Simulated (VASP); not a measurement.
Input of a VASP 6.6.1 run:

The input INCAR:

```
ALGO = Normal
EDIFF = 1E-6
EDIFFG = -0.001
ENCUT = 600
GGA = PE
IBRION = 2
ISIF = 3
ISMEAR = 0
LASPH = True
LCHARG = False
LREAL = False
LWAVE = False
NELM = 80
NSW = 80
PREC = Accurate
PSTRESS = 120.0
SIGMA = 0.01
```

File KPOINTS:

```
k-points
0
Gamma
  8 8 8
```

Contents of POSCAR:

```
MgS
1.0
    0.0000000000      2.6148576583      2.6148576583
    2.6148576583      0.0000000000      2.6148576583
    2.6148576583      2.6148576583      0.0000000000
Mg S
1 1
Direct
    0.0000000000      0.0000000000      0.0000000000
    0.5000000000      0.5000000000      0.5000000000
```

Potentials or basis: VASP PAW PBE potentials, release 64 (Mg, S).

Launch:

```bash
$ cat potpaw_PBE.64/Mg/POTCAR potpaw_PBE.64/S/POTCAR > POTCAR
$ mpirun -np 1 vasp_std > vasp.out
```

(1) Predict the space group after relaxing (to 0.05 Å).

(2) What does it give for the relaxed volume?

(3) Estimate the band gap on the k mesh.

(4) Estimate the relaxed cell.

## Answers

(1) Fm-3m (No. 225).

(2) 15.73 Å³/atom.

(3) 3.01 eV, indirect (least direct gap 4.67 eV).

(4) a = 3.544 Å, b = 3.544 Å, c = 3.544 Å, α = 60.00°, β = 60.00°, γ = 60.00°.

Caveat: the cell is relaxed towards a set pressure, so the enthalpy falls and the energy may rise.
